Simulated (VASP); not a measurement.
# ZnS (F-43m) in VASP: notebook

The runs below take ZnS through single point, with r2SCAN.

Program: VASP 6.6.1. These are calculated values, not measurements. Logs are shortened: lines on timing, memory, paths and dates and some standing lists are left out, and cuts for length are marked.

## 1. The cell of the first run

The structure is cubic, space group F-43m (No. 216). The conventional cell has a = 5.444 Å, b = 5.444 Å, c = 5.444 Å, α = 90.00°, β = 90.00°, γ = 90.00°. Zn (site symmetry -43m) has 4 S at 2.36 Å within 3.1 Å. Within 3.1 Å of S (site symmetry -43m) lie 4 Zn at 2.36 Å.

## 2. Single point, r2SCAN

Input file POSCAR:

```
ZnS
1.0
    0.0000000000      2.7220027303      2.7220027303
    2.7220027303      0.0000000000      2.7220027303
    2.7220027303      2.7220027303      0.0000000000
Zn S
1 1
Direct
    0.2500000000      0.2500000000      0.2500000000
    0.0000000000      0.0000000000      0.0000000000
```

Input file INCAR.step1:

```
PREC = Accurate
ENCUT = 550
ISMEAR = 0
SIGMA = 0.05
LREAL = False
LASPH = True
NELM = 120
NBANDS = 16
GGA = PE
ALGO = Normal
EDIFF = 1E-5
LWAVE = True
LCHARG = False
GGA_COMPAT = False
```

Input file INCAR.step2:

```
PREC = Accurate
ENCUT = 550
EDIFF = 1E-6
ISMEAR = 0
SIGMA = 0.05
LREAL = False
LASPH = True
NELM = 120
ALGO = Normal
ISIF = 2
LWAVE = False
LCHARG = False
METAGGA = R2SCAN
LMIXTAU = True
NBANDS = 16
ISTART = 1
GGA_COMPAT = False
```

Input file KPOINTS:

```
regular mesh
0
Gamma
  6 6 6
```

Potentials or basis: VASP PAW PBE potentials, release 64 (Zn, S).

On the command line:

```console
$ cat potpaw_PBE.64/Zn/POTCAR potpaw_PBE.64/S/POTCAR > POTCAR
$ cp INCAR.step1 INCAR
$ mpirun -np 1 vasp_std > vasp.out
$ cp INCAR.step2 INCAR
$ mpirun -np 1 vasp_std > vasp.out
```

OUTCAR:

```text
PREC = Accurate
   ENCUT = 550
   EDIFF = 1E-6
   ISMEAR = 0
   LREAL = False
   LASPH = True
   NELM = 120
   ISIF = 2
   METAGGA = R2SCAN
   ISTART = 1

 ion  position               nearest neighbor table
   1  0.250  0.250  0.250-   2 2.36   2 2.36   2 2.36   2 2.36
   2  0.000  0.000  0.000-   1 2.36   1 2.36   1 2.36   1 2.36

  LATTYP: Found a face centered cubic cell.
 ALAT       =     5.4440054606

  Lattice vectors:

 A1 = (   0.0000000000,   2.7220027303,   2.7220027303)
 A2 = (   2.7220027303,   0.0000000000,   2.7220027303)
 A3 = (   2.7220027303,   2.7220027303,   0.0000000000)

Analysis of symmetry for initial positions (statically):
=====================================================================
 Subroutine PRICEL returns:
 Original cell was already a primitive cell.

 Routine SETGRP: Setting up the symmetry group for a
 face centered cubic supercell.

 Subroutine GETGRP returns: Found 24 space group operations
 (whereof 24 operations were pure point group operations)
 out of a pool of 48 trial point group operations.

The static configuration has the point symmetry T_d .

Analysis of symmetry for dynamics (positions and initial velocities):
=====================================================================
 Subroutine PRICEL returns:
 Original cell was already a primitive cell.

 Routine SETGRP: Setting up the symmetry group for a
 face centered cubic supercell.

 Subroutine GETGRP returns: Found 24 space group operations
 (whereof 24 operations were pure point group operations)
 out of a pool of 48 trial point group operations.

The dynamic configuration has the point symmetry T_d .

 Subroutine INISYM returns: Found 24 space group operations
 (whereof 24 operations are pure point group operations),
 and found     1 'primitive' translations

----------------------------------------------------------------------------------------

                                     Primitive cell

  volume of cell :      40.3363

  direct lattice vectors                    reciprocal lattice vectors
     0.000000000  2.722002730  2.722002730    -0.183688280  0.183688280  0.183688280
     2.722002730  0.000000000  2.722002730     0.183688280 -0.183688280  0.183688280
     2.722002730  2.722002730  0.000000000     0.183688280  0.183688280 -0.183688280

  length of vectors
     3.849493178  3.849493178  3.849493178     0.318157434  0.318157434  0.318157434

  position of ions in fractional coordinates (direct lattice)
     0.250000000  0.250000000  0.250000000
     0.000000000  0.000000000  0.000000000

  ion indices of the primitive-cell ions
   primitive index   ion index
                 1           1
                 2           2

----------------------------------------------------------------------------------------

 KPOINTS: regular mesh

Automatic generation of k-mesh.
 Grid dimensions read from file:
 generate k-points for:    6    6    6

 Generating k-lattice:

  Cartesian coordinates                     Fractional coordinates (reciprocal lattice)
    -0.030614713  0.030614713  0.030614713     0.166666667  0.000000000  0.000000000
     0.030614713 -0.030614713  0.030614713     0.000000000  0.166666667  0.000000000
     0.030614713  0.030614713 -0.030614713     0.000000000  0.000000000  0.166666667

  Length of vectors
     0.053026239  0.053026239  0.053026239

  Shift w.r.t. Gamma in fractional coordinates (k-lattice)
     0.000000000  0.000000000  0.000000000

 Subroutine IBZKPT returns following result:
 ===========================================

 Found     16 irreducible k-points:

 Following reciprocal coordinates:
            Coordinates               Weight
  0.000000  0.000000  0.000000      1.000000
  0.166667  0.000000  0.000000      8.000000
  0.333333  0.000000  0.000000      8.000000
  0.500000  0.000000  0.000000      4.000000
  0.166667  0.166667  0.000000      6.000000
  0.333333  0.166667  0.000000     24.000000
[... 8 lines left out ...]
 -0.333333  0.333333  0.166667     24.000000
 -0.333333  0.500000  0.166667     12.000000
   k-points           NKPTS =     16   k-points in BZ     NKDIM =     16   number of bands    NBANDS=     16
   number of dos      NEDOS =    301   number of ions     NIONS =      2
   total plane-waves  NPLWV =  27000
   dimension x,y,z NGX =    30 NGY =   30 NGZ =   30
   dimension x,y,z NGXF=    60 NGYF=   60 NGZF=   60
   ions per type =               1   1
   NGX,Y,Z   is equivalent  to a cutoff of  12.96, 12.96, 12.96 a.u.
   NGXF,Y,Z  is equivalent  to a cutoff of  25.91, 25.91, 25.91 a.u.
 SYSTEM =  unknown system
   PREC   = accura    normal or accurate (medium, high low for compatibility)
   ISTART =      1    job   : 0-new  1-cont  2-samecut
   ICHARG =      0    charge: 1-file 2-atom 10-const
   ISPIN  =      1    spin polarized calculation?
   LNONCOLLINEAR =      F non collinear calculations
   LSORBIT =      F    spin-orbit coupling
   LASPH  =      T    aspherical Exc in radial PAW
   ENCUT  =  550.0 eV  40.42 Ry    6.36 a.u.   7.36  7.36  7.36*2*pi/ulx,y,z
   NELM   =    120;   NELMIN=  2; NELMDL=  0     # of ELM steps
   EDIFF  = 0.1E-05   stopping-criterion for ELM
   LREAL  =      F    real-space projection
   EDIFFG = 0.1E-04   stopping-criterion for IOM
   NSW    =      0    number of steps for IOM
   IBRION =     -1    ionic relax: 0-MD 1-quasi-New 2-CG
   NFREE  =      0    steps in history (QN), initial steepest desc. (CG)
   ISIF   =      2    stress and relaxation
   ISYM   =      2    0-nonsym 1-usesym 2-fastsym
   POTIM  = 0.5000    time-step for ionic-motion
   TEBEG  =    0.0;   TEEND  =   0.0 temperature during run
   PSTRESS=    0.0 pullay stress
   NELECT =      18.0000    total number of electrons
   NUPDOWN=      -1.0000    fix difference up-down
   EMIN   =  10.00;   EMAX   =-10.00  energy-range for DOS
   EFERMI =   0.00;   METHOD = LEGACY
   ISMEAR =     0;   SIGMA  =   0.05  broadening in eV -4-tet -1-fermi 0-gaus
   EFERMI_NEDOS =   21; number of points for ismear=-14 and -15
   IALGO  =     38    algorithm
   IMIX   =      4    mixing-type and parameters
     AMIX     =   0.40;   BMIX     =  1.00
     AMIX_MAG =   1.60;   BMIX_MAG =  1.00
  volume/ion in A,a.u.               =      20.17       136.10
  Fermi-wavevector in a.u.,A,eV,Ry     =   1.251028  2.364101 21.294092  1.565072
  Thomas-Fermi vector in A             =   2.384995
   LORBIT       =      0    0 simple, 1 ext, 2 COOP (PROOUT), +10 PAW based schemes
   METAGGA = R2SCAN    functional components
   LHFCALC =     F    Hartree Fock is set to
   AEXX    =    0.0000 exact exchange contribution
   IVDW    =     0    specifies the selected vdW correction
   LEPSILON=     F    determine dielectric tensor
   LRPA    =     F    only Hartree local field effects (RPA)
 non-spin polarized calculation
 Gauss-broadening in eV      SIGMA  =   0.05
  energy-cutoff  :      550.00
  volume of cell :       40.34
 maximum number of plane-waves:      1243
 NGX is ok and might be reduce to    30
   NGX = 15   NGY = 15   NGZ = 15

 number of electron      18.0000008 magnetization

 Free energy of the ion-electron system (eV)
  ---------------------------------------------------
  ext. energy  EPLUGINS =         0.00000000
  ---------------------------------------------------
  free energy    TOTEN  =       -18.85541718 eV

  energy without entropy =      -18.85541718  energy(sigma->0) =      -18.85541718

 E-fermi :   1.8710     XC(G=0): -10.1719

 val. band max:        1.6270587118   @ k =   0.0000   0.0000   0.0000
 cond. band min:       4.1981400090   @ k =   0.0000   0.0000   0.0000
 fundamental gap:      2.5710812972
 Fermi energy:         1.8710344021

 k-point     1 :       0.0000    0.0000    0.0000
  band No.  band energies     occupation
      1     -11.8906      2.00000
      2      -4.7877      2.00000
      3      -4.7877      2.00000
      4      -4.7877      2.00000
      5      -4.2708      2.00000
      6      -4.2708      2.00000
[... 8 lines left out ...]
     15      13.9049      0.00000
     16      14.0250      0.00000

 k-point     2 :       0.1667    0.0000    0.0000
  band No.  band energies     occupation
      1     -11.6916      2.00000
      2      -4.7727      2.00000
      3      -4.7522      2.00000
      4      -4.7522      2.00000
      5      -4.2724      2.00000
      6      -4.2724      2.00000
[... 8 lines left out ...]
     15      13.1054      0.00000
     16      14.8640      0.00000

 k-point     3 :       0.3333    0.0000    0.0000
  band No.  band energies     occupation
      1     -11.2432      2.00000
      2      -4.6914      2.00000
      3      -4.6914      2.00000
      4      -4.5972      2.00000
      5      -4.2599      2.00000
      6      -4.2599      2.00000
[... 8 lines left out ...]
     15      13.7551      0.00000
     16      13.9994      0.00000

 k-point     4 :       0.5000    0.0000    0.0000
  band No.  band energies     occupation
      1     -10.9860      2.00000
      2      -4.6685      2.00000
      3      -4.6685      2.00000
      4      -4.2431      2.00000
      5      -4.2431      2.00000
      6      -4.0797      2.00000
[... 8 lines left out ...]
     15      15.6287      0.00000
     16      15.6287      0.00000
[... 172 lines left out ...]
 k-point    14 :       0.5000    0.3333    0.1667
  band No.  band energies     occupation
      1     -10.9330      2.00000
      2      -4.6755      2.00000
      3      -4.6007      2.00000
      4      -4.4771      2.00000
      5      -4.2476      2.00000
      6      -4.2001      2.00000
[... 8 lines left out ...]
     15      16.2106      0.00000
     16      16.8766      0.00000

 k-point    15 :      -0.3333    0.3333    0.1667
  band No.  band energies     occupation
      1     -10.7581      2.00000
      2      -4.6413      2.00000
      3      -4.5601      2.00000
      4      -4.3243      2.00000
      5      -4.2802      2.00000
      6      -3.9743      2.00000
[... 8 lines left out ...]
     15      16.0110      0.00000
     16      16.6901      0.00000

 k-point    16 :      -0.3333    0.5000    0.1667
  band No.  band energies     occupation
      1     -10.6776      2.00000
      2      -4.6685      2.00000
      3      -4.4896      2.00000
      4      -4.3937      2.00000
      5      -4.2487      2.00000
      6      -3.9371      2.00000
[... 8 lines left out ...]
     15      16.1401      0.00000
     16      17.1439      0.00000

------------------------ aborting loop because EDIFF is reached ----------------------------------------

  FORCE on cell =-STRESS in cart. coord.  units (eV):
  Direction    XX          YY          ZZ          XY          YZ          ZX
  --------------------------------------------------------------------------------------
  -------------------------------------------------------------------------------------
  Total       -0.5573257     -0.5573257     -0.5573257      0.0000000     -0.0000000      0.0000000
  in kB      -22.1372651    -22.1372651    -22.1372651      0.0000000     -0.0000000      0.0000000
  external PRESSURE =     -22.1372651 kB  Pullay stress =       0.0000000 kB

 VOLUME and BASIS-vectors are now :
 -----------------------------------------------------------------------------
  energy-cutoff  :      550.00
  volume of cell :       40.34
      direct lattice vectors                 reciprocal lattice vectors
     0.000000000  2.722002730  2.722002730    -0.183688280  0.183688280  0.183688280
     2.722002730  0.000000000  2.722002730     0.183688280 -0.183688280  0.183688280
     2.722002730  2.722002730  0.000000000     0.183688280  0.183688280 -0.183688280

 POSITION                                       TOTAL-FORCE (eV/Angst)
 -----------------------------------------------------------------------------------
      1.36100      1.36100      1.36100         0.000000      0.000000      0.000000
      0.00000      0.00000      0.00000        -0.000000     -0.000000     -0.000000
 -----------------------------------------------------------------------------------
    total drift:                                0.000000      0.000000      0.000001

  FREE ENERGIE OF THE ION-ELECTRON SYSTEM (eV)
  ---------------------------------------------------
  free  energy   TOTEN  =       -18.8554171842 eV

  energy  without entropy=      -18.8554171842  energy(sigma->0) =      -18.85541718
```

It took 1.8 min on 1 thread of Intel Xeon 8259CL, shared host; peak memory 0.17 GiB.

What came out:

```
Free energy            : -18.8554 eV
Pressure               : -2.2 GPa
Band gap on the k mesh : 2.57 eV
```

Levels at points of the mesh, in eV from the valence-band top:
```tsv
k point	band 6	band 7	band 8	band 9	band 10	band 11	band 12	band 13
(0.00, 0.00, 0.00)	-5.90	0.00	0.00	0.00	2.57	6.92	6.92	6.92
(0.50, 0.00, 0.00)	-5.71	-5.25	-0.86	-0.86	3.77	7.41	7.41	9.33
(0.50, 0.50, 0.00)	-5.69	-4.53	-2.20	-2.20	3.77	4.48	11.59	12.67
```

Caveat: the PAW data sets were made with another functional, which shifts forces and pressure a little. r2SCAN opens gaps a little over a GGA but as a rule still falls short of measured ones.

## 3. Single point, r2SCAN (18.00 Å³/atom)

This run uses another cell than the first one, of 18.00 Å³/atom.

Input file POSCAR:

```
ZnS
1.0
    0.0000000000      2.6209069259      2.6209069259
    2.6209069259      0.0000000000      2.6209069259
    2.6209069259      2.6209069259      0.0000000000
Zn S
1 1
Direct
    0.2500000000      0.2500000000      0.2500000000
    0.0000000000      0.0000000000      0.0000000000
```

Input file INCAR.step1:

```
  PREC = Accurate
  ENCUT = 520
  ISMEAR = 0
  SIGMA = 0.05
  LREAL = F
  LASPH = T
  NELM = 100
  NBANDS = 16
  GGA = PE
  ALGO = Normal
  EDIFF = 1E-4
  LWAVE = T
  LCHARG = F
```

Input file INCAR.step2:

```
  PREC = Accurate
  ENCUT = 520
  EDIFF = 1E-7
  ISMEAR = 0
  SIGMA = 0.05
  LREAL = F
  LASPH = T
  NELM = 100
  ALGO = Normal
  ISIF = 2
  LWAVE = F
  LCHARG = F
  METAGGA = R2SCAN
  LMIXTAU = T
  NBANDS = 16
  ISTART = 1
```

Input file KPOINTS:

```
Automatic mesh
0
Gamma
  6 6 6
```

Potentials or basis: VASP PAW PBE potentials, release 64 (Zn, S).

On the command line:

```console
$ cat potpaw_PBE.64/Zn/POTCAR potpaw_PBE.64/S/POTCAR > POTCAR
$ cp INCAR.step1 INCAR
$ mpirun -np 1 vasp_std > vasp.out
$ cp INCAR.step2 INCAR
$ mpirun -np 1 vasp_std > vasp.out
```

Wall time 49 s (1 thread of Intel Xeon Platinum 8259CL at 2.50GHz (Skylake/Cascade Lake), shared host); peak memory 0.16 GiB.

Results (log left out):

```
Free energy            : -18.7929 eV
Pressure               : 7.9 GPa
Band gap on the k mesh : 3.11 eV
```

Levels at points of the mesh, in eV from the valence-band top:
```csv
k point,band 5,band 6,band 7,band 8,band 9,band 10,band 11,band 12,band 13,band 14
"(0.00, 0.00, 0.00)",-6.25,-6.25,0.00,0.00,0.00,3.11,6.81,6.81,6.81,12.39
"(0.50, 0.00, 0.00)",-6.21,-6.12,-5.96,-1.03,-1.03,3.99,7.31,7.31,9.76,13.38
"(0.50, 0.50, 0.00)",-6.15,-6.00,-5.00,-2.64,-2.64,3.51,4.43,12.52,13.47,13.47
```

Caveat: the cell stands under pressure; the PAW data sets were made with another functional, which shifts forces and pressure a little. r2SCAN opens gaps a little over a GGA but as a rule still falls short of measured ones.
